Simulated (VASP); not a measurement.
# Ca (Fm-3m) in VASP: notebook

The runs below take Ca through electric field gradients, with PBEsol.

Everything below comes from runs of VASP 6.6.1. Logs are shortened: lines on timing, memory, paths and dates and some standing lists are left out, and cuts for length are marked.

### Step 1. The cell of the first run

It takes space group Fm-3m (No. 225, cubic). The conventional cell has a = 5.607 Å, b = 5.607 Å, c = 5.607 Å, α = 90.00°, β = 90.00°, γ = 90.00°. Within 5.2 Å of Ca (site symmetry m-3m) lie 12 Ca at 3.96 Å.

### Step 2. Electric field gradients, PBEsol (44.07 Å³/atom)

Contents of INCAR:

```
ALGO = Normal
EDIFF = 1E-8
ENCUT = 520
GGA = PS
ISIF = 2
ISMEAR = -1
LASPH = True
LCHARG = False
LEFG = True
LREAL = False
LWAVE = False
NBANDS = 11
NELM = 100
PREC = Accurate
SIGMA = 0.05
```

Contents of KPOINTS:

```
k-points
0
Gamma
  11 11 11
```

Contents of POSCAR:

```
Ca
1.0
    0.0000000000      2.8034831247      2.8034831247
    2.8034831247      0.0000000000      2.8034831247
    2.8034831247      2.8034831247      0.0000000000
Ca
1
Direct
    0.0000000000      0.0000000000      0.0000000000
```

Potentials or basis: VASP PAW PBE potentials, release 64 (Ca_sv).

Started as:

```bash
$ cat potpaw_PBE.64/Ca_sv/POTCAR > POTCAR
$ mpirun -np 1 vasp_std > vasp.out
```

OUTCAR:

```text
EDIFF = 1E-8
   ENCUT = 520
   GGA = PS
   ISIF = 2
   ISMEAR = -1
   LASPH = True
   LREAL = False
   NELM = 100
   PREC = Accurate

 ion  position               nearest neighbor table
   1  0.000  0.000  0.000-

  LATTYP: Found a face centered cubic cell.
 ALAT       =     5.6069662494

  Lattice vectors:

 A1 = (   0.0000000000,   2.8034831247,   2.8034831247)
 A2 = (   2.8034831247,   0.0000000000,   2.8034831247)
 A3 = (   2.8034831247,   2.8034831247,   0.0000000000)

Analysis of symmetry for initial positions (statically):
=====================================================================
 Subroutine PRICEL returns:
 Original cell was already a primitive cell.

 Routine SETGRP: Setting up the symmetry group for a
 face centered cubic supercell.

 Subroutine GETGRP returns: Found 48 space group operations
 (whereof 48 operations were pure point group operations)
 out of a pool of 48 trial point group operations.

The static configuration has the point symmetry O_h .

Analysis of symmetry for dynamics (positions and initial velocities):
=====================================================================
 Subroutine PRICEL returns:
 Original cell was already a primitive cell.

 Routine SETGRP: Setting up the symmetry group for a
 face centered cubic supercell.

 Subroutine GETGRP returns: Found 48 space group operations
 (whereof 48 operations were pure point group operations)
 out of a pool of 48 trial point group operations.

The dynamic configuration has the point symmetry O_h .

 Subroutine INISYM returns: Found 48 space group operations
 (whereof 48 operations are pure point group operations),
 and found     1 'primitive' translations

----------------------------------------------------------------------------------------

                                     Primitive cell

  volume of cell :      44.0681

  direct lattice vectors                    reciprocal lattice vectors
     0.000000000  2.803483125  2.803483125    -0.178349567  0.178349567  0.178349567
     2.803483125  0.000000000  2.803483125     0.178349567 -0.178349567  0.178349567
     2.803483125  2.803483125  0.000000000     0.178349567  0.178349567 -0.178349567

  length of vectors
     3.964723857  3.964723857  3.964723857     0.308910511  0.308910511  0.308910511

  position of ions in fractional coordinates (direct lattice)
     0.000000000  0.000000000  0.000000000

  ion indices of the primitive-cell ions
   primitive index   ion index
                 1           1

----------------------------------------------------------------------------------------

 KPOINTS: k-points

Automatic generation of k-mesh.
 Grid dimensions read from file:
 generate k-points for:   11   11   11

 Generating k-lattice:

  Cartesian coordinates                     Fractional coordinates (reciprocal lattice)
    -0.016213597  0.016213597  0.016213597     0.090909091  0.000000000  0.000000000
     0.016213597 -0.016213597  0.016213597     0.000000000  0.090909091  0.000000000
     0.016213597  0.016213597 -0.016213597     0.000000000  0.000000000  0.090909091

  Length of vectors
     0.028082774  0.028082774  0.028082774

  Shift w.r.t. Gamma in fractional coordinates (k-lattice)
     0.000000000  0.000000000  0.000000000

 Subroutine IBZKPT returns following result:
 ===========================================

 Found     56 irreducible k-points:

 Following reciprocal coordinates:
            Coordinates               Weight
  0.000000  0.000000  0.000000      1.000000
  0.090909  0.000000  0.000000      8.000000
  0.181818  0.000000  0.000000      8.000000
  0.272727  0.000000  0.000000      8.000000
  0.363636  0.000000  0.000000      8.000000
  0.454545  0.000000  0.000000      8.000000
[... 16 lines left out ...]
 -0.272727  0.181818  0.000000     24.000000
 -0.181818  0.181818  0.000000     12.000000
 [... further k-points ...]
   k-points           NKPTS =     56   k-points in BZ     NKDIM =     56   number of bands    NBANDS=     11
   number of dos      NEDOS =    301   number of ions     NIONS =      1
   total plane-waves  NPLWV =  27000
   dimension x,y,z NGX =    30 NGY =   30 NGZ =   30
   dimension x,y,z NGXF=    60 NGYF=   60 NGZF=   60
   ions per type =               1
   NGX,Y,Z   is equivalent  to a cutoff of  12.58, 12.58, 12.58 a.u.
   NGXF,Y,Z  is equivalent  to a cutoff of  25.16, 25.16, 25.16 a.u.
 SYSTEM =  unknown system
   PREC   = accura    normal or accurate (medium, high low for compatibility)
   ISTART =      0    job   : 0-new  1-cont  2-samecut
   ICHARG =      2    charge: 1-file 2-atom 10-const
   ISPIN  =      1    spin polarized calculation?
   LNONCOLLINEAR =      F non collinear calculations
   LSORBIT =      F    spin-orbit coupling
   LASPH  =      T    aspherical Exc in radial PAW
   ENCUT  =  520.0 eV  38.22 Ry    6.18 a.u.   7.37  7.37  7.37*2*pi/ulx,y,z
   NELM   =    100;   NELMIN=  2; NELMDL= -5     # of ELM steps
   EDIFF  = 0.1E-07   stopping-criterion for ELM
   LREAL  =      F    real-space projection
   EDIFFG = 0.1E-06   stopping-criterion for IOM
   NSW    =      0    number of steps for IOM
   IBRION =     -1    ionic relax: 0-MD 1-quasi-New 2-CG
   NFREE  =      0    steps in history (QN), initial steepest desc. (CG)
   ISIF   =      2    stress and relaxation
   ISYM   =      2    0-nonsym 1-usesym 2-fastsym
   POTIM  = 0.5000    time-step for ionic-motion
   TEBEG  =    0.0;   TEEND  =   0.0 temperature during run
   PSTRESS=    0.0 pullay stress
   NELECT =      10.0000    total number of electrons
   NUPDOWN=      -1.0000    fix difference up-down
   EMIN   =  10.00;   EMAX   =-10.00  energy-range for DOS
   EFERMI =   0.00;   METHOD = LEGACY
   ISMEAR =    -1;   SIGMA  =   0.05  broadening in eV -4-tet -1-fermi 0-gaus
   EFERMI_NEDOS =   21; number of points for ismear=-14 and -15
   IALGO  =     38    algorithm
   IMIX   =      4    mixing-type and parameters
     AMIX     =   0.40;   BMIX     =  1.00
     AMIX_MAG =   1.60;   BMIX_MAG =  1.00
  volume/ion in A,a.u.               =      44.07       297.39
  Fermi-wavevector in a.u.,A,eV,Ry     =   0.998543  1.886973 13.566215  0.997089
  Thomas-Fermi vector in A             =   2.130774
   LORBIT       =      0    0 simple, 1 ext, 2 COOP (PROOUT), +10 PAW based schemes
   GGA     = PS    functional components
   LHFCALC =     F    Hartree Fock is set to
   AEXX    =    0.0000 exact exchange contribution
   IVDW    =     0    specifies the selected vdW correction
   LEPSILON=     F    determine dielectric tensor
   LRPA    =     F    only Hartree local field effects (RPA)
 non-spin polarized calculation
  energy-cutoff  :      520.00
  volume of cell :       44.07
 maximum number of plane-waves:      1243
 NGX is ok and might be reduce to    30
   NGX = 15   NGY = 15   NGZ = 15

 number of electron      10.0000000 magnetization

 number of electron       9.9999998 magnetization

 Free energy of the ion-electron system (eV)
  ---------------------------------------------------
  ext. energy  EPLUGINS =         0.00000000
  ---------------------------------------------------
  free energy    TOTEN  =        -2.12556480 eV

  energy without entropy =       -2.11433187  energy(sigma->0) =       -2.11994834

 E-fermi :   1.7201     XC(G=0):  -7.6742

 val. band max:        1.6474933867   @ k =  -0.3636   0.4545   0.0909
 cond. band min:       1.7202825151   @ k =   0.4545   0.0000   0.0000
 fundamental gap:      0.0727891284
 Fermi energy:         1.7201287020

 k-point     1 :       0.0000    0.0000    0.0000
  band No.  band energies     occupation
      1     -40.2199      2.00000
      2     -21.2166      2.00000
      3     -21.2166      2.00000
      4     -21.2166      2.00000
      5      -2.2315      2.00000
      6       3.9925      0.00000
      7       3.9925      0.00000
      8       3.9925      0.00000
      9       5.0164      0.00000
     10       5.0164      0.00000
     11      10.6676      0.00000

 k-point     2 :       0.0909    0.0000    0.0000
  band No.  band energies     occupation
      1     -40.2190      2.00000
      2     -21.2261      2.00000
      3     -21.2179      2.00000
      4     -21.2179      2.00000
      5      -2.0951      2.00000
      6       3.8484      0.00000
      7       4.0428      0.00000
      8       4.0428      0.00000
      9       4.9741      0.00000
     10       4.9741      0.00000
     11      10.8013      0.00000
[... 295 lines left out ...]
 k-point    24 :      -0.1818    0.1818    0.0000
  band No.  band energies     occupation
      1     -40.2124      2.00000
      2     -21.2823      2.00000
      3     -21.2445      2.00000
      4     -21.2251      2.00000
      5      -0.8587      2.00000
      6       3.0220      0.00000
      7       3.7526      0.00000
      8       4.4757      0.00000
      9       4.5361      0.00000
     10       5.4773      0.00000
     11       8.8892      0.00000

 [... further k-points ...]

------------------------ aborting loop because EDIFF is reached ----------------------------------------

  FORCE on cell =-STRESS in cart. coord.  units (eV):
  Direction    XX          YY          ZZ          XY          YZ          ZX
  --------------------------------------------------------------------------------------
  -------------------------------------------------------------------------------------
  Total       -0.3564281     -0.3564281     -0.3564281      0.0000000      0.0000000      0.0000000
  in kB      -12.9586172    -12.9586172    -12.9586172      0.0000000      0.0000000      0.0000000
  external PRESSURE =     -12.9586172 kB  Pullay stress =       0.0000000 kB

 VOLUME and BASIS-vectors are now :
 -----------------------------------------------------------------------------
  energy-cutoff  :      520.00
  volume of cell :       44.07
      direct lattice vectors                 reciprocal lattice vectors
     0.000000000  2.803483125  2.803483125    -0.178349567  0.178349567  0.178349567
     2.803483125  0.000000000  2.803483125     0.178349567 -0.178349567  0.178349567
     2.803483125  2.803483125  0.000000000     0.178349567  0.178349567 -0.178349567

 POSITION                                       TOTAL-FORCE (eV/Angst)
 -----------------------------------------------------------------------------------
      0.00000      0.00000      0.00000         0.000000     -0.000000      0.000000
 -----------------------------------------------------------------------------------
    total drift:                               -0.000000     -0.000000     -0.000000

  FREE ENERGIE OF THE ION-ELECTRON SYSTEM (eV)
  ---------------------------------------------------
  free  energy   TOTEN  =        -2.1255647982 eV

  energy  without entropy=       -2.1143318736  energy(sigma->0) =       -2.11994834

 Electric field gradients (V/A^2)
---------------------------------------------------------------------
 ion       V_xx      V_yy      V_zz      V_xy      V_xz      V_yz
---------------------------------------------------------------------
   1      -0.000     0.000     0.000     0.001     0.001     0.001
---------------------------------------------------------------------

 Electric field gradients after diagonalization (V/A^2)
 (convention: |V_zz| > |V_xx| > |V_yy|)
----------------------------------------------------------------------
 ion       V_xx      V_yy      V_zz     asymmetry (V_yy - V_xx)/ V_zz
----------------------------------------------------------------------
   1      -0.001    -0.001     0.001       0.000
----------------------------------------------------------------------

           NMR quadrupolar parameters

 Cq : quadrupolar parameter    Cq=e*Q*V_zz/h
 eta: asymmetry parameters     (V_yy - V_xx)/ V_zz
 Q  : nuclear electric quadrupole moment in mb (millibarn)
----------------------------------------------------------------------
 ion       Cq(MHz)       eta       Q (mb)
----------------------------------------------------------------------
   1       0.000       0.000       1.000
----------------------------------------------------------------------
```

Run time: 39 s. Hardware: 1 thread of AMD EPYC 7R43 (Zen 3), shared host; peak memory 0.13 GiB.

Results:

* Free energy: -2.1256 eV
* Pressure: -1.3 GPa
* Band gap on the k mesh: zero (bands 5 and 6 overlap by 0.31 eV)
* Largest electric field gradient by atom: under 0.05 V/Å² on every atom

Caveat: the PAW data sets were made with another functional, which shifts forces and pressure a little.

### Step 3. Electric field gradients, PBEsol (44.07 Å³/atom)

Contents of INCAR:

```
SYSTEM = Ca
PREC = Accurate ; ENCUT = 520
EDIFF = 1E-8 ; ISMEAR = -1
SIGMA = 0.05 ; LREAL = .FALSE.
LASPH = .TRUE. ; NELM = 100
ALGO = Normal ; ISIF = 2
LWAVE = .FALSE. ; LCHARG = .FALSE.
GGA = PS ; LEFG = .TRUE.
NBANDS = 11
```

Contents of KPOINTS:

```
regular mesh
0
G
  11 11 11
  0 0 0
```

POSCAR is that of step 2.

Potentials or basis: VASP PAW PBE potentials, release 64 (Ca_sv).

Started as:

```bash
$ cat potpaw_PBE.64/Ca_sv/POTCAR > POTCAR
$ mpirun -np 1 vasp_std > vasp.out
```

OUTCAR:

```text
SYSTEM = Ca
   PREC = Accurate
   ENCUT = 520
   EDIFF = 1E-8
   ISMEAR = -1
   LREAL = .FALSE.
   LASPH = .TRUE.
   NELM = 100
   ISIF = 2
   GGA = PS

 ion  position               nearest neighbor table
   1  0.000  0.000  0.000-

  LATTYP: Found a face centered cubic cell.
 ALAT       =     5.6069662494

  Lattice vectors:

 A1 = (   0.0000000000,   2.8034831247,   2.8034831247)
 A2 = (   2.8034831247,   0.0000000000,   2.8034831247)
 A3 = (   2.8034831247,   2.8034831247,   0.0000000000)

[... 542 lines left out ...]
    total drift:                               -0.000000     -0.000000     -0.000000

  FREE ENERGIE OF THE ION-ELECTRON SYSTEM (eV)
  ---------------------------------------------------
  free  energy   TOTEN  =        -2.1255647982 eV

  energy  without entropy=       -2.1143318736  energy(sigma->0) =       -2.11994834

 Electric field gradients (V/A^2)
---------------------------------------------------------------------
 ion       V_xx      V_yy      V_zz      V_xy      V_xz      V_yz
---------------------------------------------------------------------
   1      -0.000     0.000     0.000     0.001     0.001     0.001
---------------------------------------------------------------------

 Electric field gradients after diagonalization (V/A^2)
 (convention: |V_zz| > |V_xx| > |V_yy|)
----------------------------------------------------------------------
 ion       V_xx      V_yy      V_zz     asymmetry (V_yy - V_xx)/ V_zz
----------------------------------------------------------------------
   1      -0.001    -0.001     0.001       0.000
----------------------------------------------------------------------

           NMR quadrupolar parameters

 Cq : quadrupolar parameter    Cq=e*Q*V_zz/h
 eta: asymmetry parameters     (V_yy - V_xx)/ V_zz
 Q  : nuclear electric quadrupole moment in mb (millibarn)
----------------------------------------------------------------------
 ion       Cq(MHz)       eta       Q (mb)
----------------------------------------------------------------------
   1       0.000       0.000       1.000
----------------------------------------------------------------------
```

OSZICAR:

```text
N       E                     dE             d eps       ncg     rms          rms(c)
DAV:   1     0.642641791454E+02    0.64264E+02   -0.49165E+03  1232   0.808E+02
DAV:   2    -0.661786906204E+00   -0.64926E+02   -0.64388E+02  1355   0.206E+02
DAV:   3    -0.207852449226E+01   -0.14167E+01   -0.14044E+01  1837   0.296E+01
DAV:   4    -0.213066316197E+01   -0.52139E-01   -0.52025E-01  1600   0.464E+00
DAV:   5    -0.213175505812E+01   -0.10919E-02   -0.10918E-02  1747   0.537E-01    0.231E+00
DAV:   6    -0.212774532935E+01    0.40097E-02   -0.73737E-03  1513   0.101E+00    0.139E+00
DAV:   7    -0.212570184026E+01    0.20435E-02   -0.13950E-02  1283   0.145E+00    0.887E-02
DAV:   8    -0.212555925478E+01    0.14259E-03   -0.10248E-03  1506   0.273E-01    0.184E-02
DAV:   9    -0.212556471098E+01   -0.54562E-05   -0.73634E-05  1606   0.724E-02    0.546E-03
DAV:  10    -0.212556517455E+01   -0.46357E-06   -0.59970E-06  1835   0.212E-02    0.782E-04
DAV:  11    -0.212556471950E+01    0.45505E-06   -0.19480E-07  1924   0.437E-03    0.775E-04
DAV:  12    -0.212556481190E+01   -0.92396E-07   -0.15316E-08  1214   0.136E-03    0.132E-04
DAV:  13    -0.212556480060E+01    0.11293E-07   -0.12034E-09   829   0.328E-04    0.172E-05
DAV:  14    -0.212556479821E+01    0.23969E-08   -0.33105E-10   775   0.147E-04
   1 F= -.21255648E+01 E0= -.21199483E+01  d E =-.112329E-01
```

Wall time 44 s (1 thread of AMD EPYC 7R43 (Zen 3), shared host); peak memory 0.14 GiB.

Results:

```yaml
Free_energy: -2.1256 eV
Pressure: -1.3 GPa
Band_gap_on_the_k_mesh: zero (bands 5 and 6 overlap by 0.31 eV)
Largest_electric_field_gradient_by_atom: under 0.05 V/Å² on every atom
```

Caveat: the PAW data sets were made with another functional, which shifts forces and pressure a little.

The gap in the log of VASP goes by the Fermi energy; the results here count the filled bands.